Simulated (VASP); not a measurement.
Write the native input for VASP 6.6.1 that does the following.

```yaml
Task: single point
Functional: PBEsol
Potentials_or_basis: VASP PAW PBE potentials, release 64 (Hf_pv, Si)
Cutoff: 520 eV
k_mesh: 6 × 10 × 8
Occupations: gaussian, width 0.15 eV
Spin: no spin polarisation
Dipole_correction: no
Further_INCAR_settings: ALGO = Normal; EDIFF = 1e-07; NBANDS = 38
```

The structure of HfSi lies in POSCAR:

```
HfSi
1.0
    6.6171575704      0.0000000000      0.0000000000
    0.0000000000      3.6468506403      0.0000000000
    0.0000000000      0.0000000000      5.2017439112
Hf Si
4 4
Direct
    0.1755908222      0.2500000000      0.1264896848
    0.3244091778      0.7500000000      0.6264896848
    0.6755908222      0.2500000000      0.3735103152
    0.8244091778      0.7500000000      0.8735103152
    0.0430603597      0.2500000000      0.6402012503
    0.4569396403      0.7500000000      0.1402012503
    0.5430603597      0.2500000000      0.8597987497
    0.9569396403      0.7500000000      0.3597987497
```

This cell differs from its parent crystal: strain -0.030 along x and y, +0.000 along z.

The input as run:

INCAR

```
SYSTEM = HfSi
  PREC = Accurate
  ENCUT = 520
  EDIFF = 1E-7
  ISMEAR = 0
  SIGMA = 0.15
  LREAL = .False.
  LASPH = .True.
  NELM = 60
  ALGO = Normal
  ISIF = 2
  LWAVE = .False.
  LCHARG = .True.
  GGA = PS
  LELF = .True.
  LVHAR = .True.
  NBANDS = 38
```

KPOINTS

```
regular mesh
0
Gamma
  6 10 8
  0 0 0
```

Potentials or basis: VASP PAW PBE potentials, release 64 (Hf_pv, Si).

Run with:

```bash
$ cat potpaw_PBE.64/Hf_pv/POTCAR potpaw_PBE.64/Si/POTCAR > POTCAR
$ mpirun -np 1 vasp_std > vasp.out
```

Results of the run:

| Quantity | Value |
| --- | --- |
| Pressure | 11.3 GPa |
| Largest force | 0.309 eV/Å |
| Band gap on the k mesh | zero (bands 28 and 29 overlap by 0.38 eV) |

Caveat: the cell differs from its parent crystal (strain -0.030 along x and y, +0.000 along z); the stress differs along the axes, from 5 to 14 GPa; the PAW data sets were made with another functional, which shifts forces and pressure a little; spin-orbit coupling is left out, which moves the levels of the heavy elements.

Wall time 7.5 min on 1 thread of Intel(R) Xeon(R) Platinum 8488C (Sapphire Rapids), with other jobs on the host, peak memory 0.53 GiB.
